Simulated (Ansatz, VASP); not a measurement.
# I: VASP beside Ansatz

```
I
1.0
     0.00000    2.60578    2.60578
     2.60578    0.00000    2.60578
     2.60578    2.60578    0.00000
I
1
Direct
  0.00000 0.00000 0.00000
```

Alike in both runs: functional r2SCAN; k mesh 12 × 12 × 12; occupations gaussian, width 0.1 eV; no spin polarisation.

Ansatz relaxed the structure, and its values are those at the end. VASP's run is a single point on that final structure, the one shown.

|  | VASP | Ansatz |
| --- | --- | --- |
| version | VASP 6.6.1 | Ansatz 0.2.0 |
| potentials or method | VASP PAW PBE potentials, release 64 (I), cutoff 520 eV | scalar-relativistic, plane waves, PAW |
| valence electrons in the cell | 7 | 17 |

|  | VASP | Ansatz | Ansatz less VASP |
| --- | --- | --- | --- |
| gap on the k mesh at the Fermi level (eV) | none | none | - |
| pressure (GPa) | 0.0 | 0.0 | +0.03 |

VASP's potentials were made for PBE, not for r2SCAN. A gap of «none» marks a metal or a gap that the smearing closes. VASP's potentials hold 7 valence electrons a cell and Ansatz's 17, so a difference there can come from the potentials and not from the codes.

Neither program's run includes spin-orbit coupling.
